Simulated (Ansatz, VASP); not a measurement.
**Al2O3 in VASP and in Ansatz**

```xyz
10
Lattice="2.4040 1.3879 4.3738 -2.4040 1.3879 4.3738 0.0000 -2.7759 4.3738" Properties=species:S:1:pos:R:3 pbc="T T T"
Al    0.0000    0.0000    4.6204
Al    0.0000    0.0000    1.9403
Al    0.0000    0.0000    8.5011
Al    0.0000    0.0000   11.1812
O    -0.9320    1.3879    7.6542
O    -0.7360   -1.5011    7.6542
O     1.6680    0.1132    7.6542
O     0.9320   -1.3879    5.4673
O     0.7360    1.5011    5.4673
O    -1.6680   -0.1132    5.4673
```

Alike in both runs: functional PBE; k mesh 6 × 6 × 6; occupations gaussian, width 0.02 eV; no spin polarisation.

Ansatz relaxed the structure, and its values are those at the end. VASP's run is a single point on that final structure, the one shown.

|  | VASP | Ansatz |
| --- | --- | --- |
| version | VASP 6.6.1 | Ansatz 0.2.0 |
| potentials or method | VASP PAW PBE potentials, release 64 (Al, O), cutoff 520 eV | scalar-relativistic, plane waves, PAW |
| valence electrons in the cell | 48 | 48 |

Ansatz gave:

| Property | Result |
| --- | --- |
| gap on the k mesh at the Fermi level (eV) | 5.86 |
| least direct gap on the mesh (eV) | 5.86 |
| pressure (GPa) | 0.0 |
| rms of the force components (eV/Å) | 0.000 |

**Question.** Which values does VASP return?

**Answer.** gap on the k mesh at the Fermi level (eV): 5.85; least direct gap on the mesh (eV): 5.85; pressure (GPa): 0.0; rms of the force components (eV/Å): 0.003.
